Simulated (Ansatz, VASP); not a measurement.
**One calculation of GaN, two programs**

The input POSCAR:

```
GaN
1.0
    3.1800000000      0.0000000000      0.0000000000
   -1.5900000000      2.7539607840      0.0000000000
    0.0000000000      0.0000000000      5.1660000000
Ga N
2 2
Direct
    0.6666666667      0.3333333333      0.5000000000
    0.3333333333      0.6666666667      0.0000000000
    0.6666666667      0.3333333333      0.8750000000
    0.3333333333      0.6666666667      0.3750000000
```

File INCAR.step1:

```
PREC = Accurate
ENCUT = 520
ISMEAR = -1
SIGMA = 0.05
LREAL = F
LASPH = T
NELM = 100
NBANDS = 26
GGA = PE
ALGO = Normal
EDIFF = 1E-4
LWAVE = T
LCHARG = F
```

Contents of INCAR.step2:

```
PREC = Accurate
ENCUT = 520
EDIFF = 1E-7
ISMEAR = -1
SIGMA = 0.05
LREAL = F
LASPH = T
NELM = 100
ALGO = Normal
ISIF = 2
LWAVE = F
LCHARG = F
METAGGA = R2SCAN
LMIXTAU = T
NBANDS = 26
ISTART = 1
```

The input KPOINTS:

```
Automatic mesh
0
Gamma
  6 6 3
```

File input.yaml:

```yaml
crystal:
  lattice:
    - [3.18, 0.0, 0.0]
    - [-1.59, 2.753960784, 0.0]
    - [0.0, 0.0, 5.166]
  atoms:
    - { symbol: Ga, position: [0.6666666667, 0.3333333333, 0.5] }
    - { symbol: Ga, position: [0.3333333333, 0.6666666667, 0.0] }
    - { symbol: "N", position: [0.6666666667, 0.3333333333, 0.875] }
    - { symbol: "N", position: [0.3333333333, 0.6666666667, 0.375] }
hamiltonian:
  xc: r2scan
  pseudopotentials: { kind: paw }
kpoints:
  mp_grid: { grid: [6, 6, 3] }
scf:
  occupations: { method: fermi_dirac, width: 0.05 }
output:
  forces: true
  stress: true
  eigenvalues: true
```

Alike in both runs: task single point; functional r2SCAN; k mesh 6 × 6 × 3; occupations fermi-dirac, width 0.05 eV; no spin polarisation.

|  | VASP | Ansatz |
| --- | --- | --- |
| version | VASP 6.6.1 | Ansatz 0.2.0 |
| potentials or method | VASP PAW PBE potentials, release 64 (Ga_d, N) | Ansatz PAW |
| plane-wave cutoff (eV) | 520 | 500 |
| valence electrons in the cell | 36 | 36 |

```tsv
	VASP	Ansatz	Ansatz less VASP
gap on the k mesh at the Fermi level (eV)	2.37	2.38	+0.007
least direct gap on the mesh (eV)	2.37	2.38	+0.007
pressure (GPa)	2.2	1.1	-1.11
traceless stress, the component that is largest in VASP (GPa)	1.29	1.34	+0.049
rms of the force components (eV/Å)	0.079	0.081	+0.0027
```

VASP's potentials were made for PBE, not for r2SCAN. Atom by atom the forces differ by 0.003 eV/Å (rms over components). With one functional, cell and mesh, what is left measures potentials, basis and numerics.

Noted on Ansatz's run: odd divisions of the mesh miss points on the zone boundary, where band edges often lie, so the gap on the mesh can be too wide.
